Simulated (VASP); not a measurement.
Runs of VASP 6.6.1 on InP. The structure is that of space group Fm-3m (No. 225), or close to it. The cells are those of the table. 

| cell | gap on the mesh (eV) | pressure (GPa) |
| --- | --- | --- |
| a = 3.959, b = 3.959, c = 3.839 Å, angles 61.0, 61.0, 58.0°, 2 atoms | none | (a) |
| a = 3.931, b = 3.931, c = 3.892 Å, angles 60.3, 60.3, 59.3°, 2 atoms | none | 0.0 |
| a = 3.945, b = 3.945, c = 3.865 Å, angles 60.7, 60.7, 58.7°, 2 atoms | none | 0.2 |
| a = 3.905, b = 3.905, c = 3.944 Å, angles 59.7, 59.7, 60.7°, 2 atoms | none | 0.0 |

Alike in all rows: task single point; level PBE; potentials or basis VASP PAW PBE potentials, release 64 (In_d, P); no spin polarisation; k mesh 18 × 18 × 18; cutoff (eV) 520; smearing gaussian 0.15 eV.

Task: Fill in the values left out.

Result: (a) 0.5.

Caveats: spin-orbit coupling is left out, which moves the levels of the heavy elements; the stress differs along the axes, from -3 to 2 GPa (at least some runs).

A k mesh can miss the band edges, and the runs leave out spin-orbit coupling on In.

A gap of «none» marks levels without a gap at the run's occupations.
